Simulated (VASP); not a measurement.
Sc:

```
Sc
1.0
     4.64000    0.00000    0.00000
     0.00000    4.64000    0.00000
     0.00000    0.00000    4.64000
Sc
4
Direct
  0.00000 0.00000 0.00000
  0.00000 0.50000 0.50000
  0.50000 0.00000 0.50000
  0.50000 0.50000 0.00000
```

This isn't the form of Sc at room conditions, which is hcp.

| Quantity | Value |
| --- | --- |
| Program | VASP 6.6.1 |
| Task | relaxation of cell and atoms |
| Functional | PBEsol |
| Potentials or basis | VASP PAW PBE potentials, release 64 (Sc_sv) |
| Cutoff | 600 eV |
| k mesh | 6 × 6 × 6 |
| Occupations | methfessel-paxton, width 0.05 eV |
| Spin | no spin polarisation |

At the start: pressure -2.8 GPa; volume 24.97 Å³/atom.

**Question.** Where does the relaxation end?

**Answer.** Over 3 steps the energy falls by 12.9 meV/atom and the volume is 23.58 Å³/atom (-5.6 %); space group Fm-3m (No. 225, to 0.1 Å) before and after.

The path:
| step | energy change (eV) | largest force (eV/Å) | pressure (GPa) | volume (Å³) |
| --- | --- | --- | --- | --- |
| 1 | 0.0000 | 0.0000 | -2.83 | 99.90 |
| 2 | -0.0507 | 0.0000 | 0.42 | 93.65 |
| 3 | -0.0516 | 0.0000 | 0.01 | 94.34 |

Final structure:
```xyz
4
Lattice="4.5523 0.0000 0.0000 0.0000 4.5523 0.0000 0.0000 0.0000 4.5523" Properties=species:S:1:pos:R:3 pbc="T T T"
Sc    0.0000    0.0000    0.0000
Sc    0.0000    2.2761    2.2761
Sc    2.2761    0.0000    2.2761
Sc    2.2761    2.2761    0.0000
```

Caveat: the PAW data sets were made with another functional, which shifts forces and pressure a little.
